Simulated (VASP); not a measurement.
Runs of VASP 6.6.1 on Re. The structure is that of space group Fd-3m (No. 227), or close to it. The cells are those of the table. 

```tsv
cell	gap on the mesh (eV)	pressure (GPa)
a = 3.993 Å, angles 60.0°, 2 atoms	none	6.5
a = 3.879 Å, angles 60.0°, 2 atoms	none	25.8
a = 4.153 Å, angles 60.0°, 2 atoms	none	(a)
a = 3.937 Å, angles 60.0°, 2 atoms	none	15.2
a = 4.204 Å, angles 60.0°, 2 atoms	none	-14.4
a = 4.048 Å, angles 60.0°, 2 atoms	none	(b)
```

Alike in all rows: task single point; level BLYP; potentials or basis VASP PAW PBE potentials, release 64 (Re); no spin polarisation; k mesh 11 × 11 × 11; cutoff (eV) 520; smearing fermi-dirac 0.1 eV.

**Question.** Fill in the values left out.

**Answer.** (a) -10.7; (b) -0.5.

Caveats: the PAW data sets were made with another functional, which shifts forces and pressure a little; spin-orbit coupling is left out, which moves the levels of the heavy elements.

A k mesh can miss the band edges, and the runs leave out spin-orbit coupling on Re.

A gap of «none» marks levels without a gap at the run's occupations.
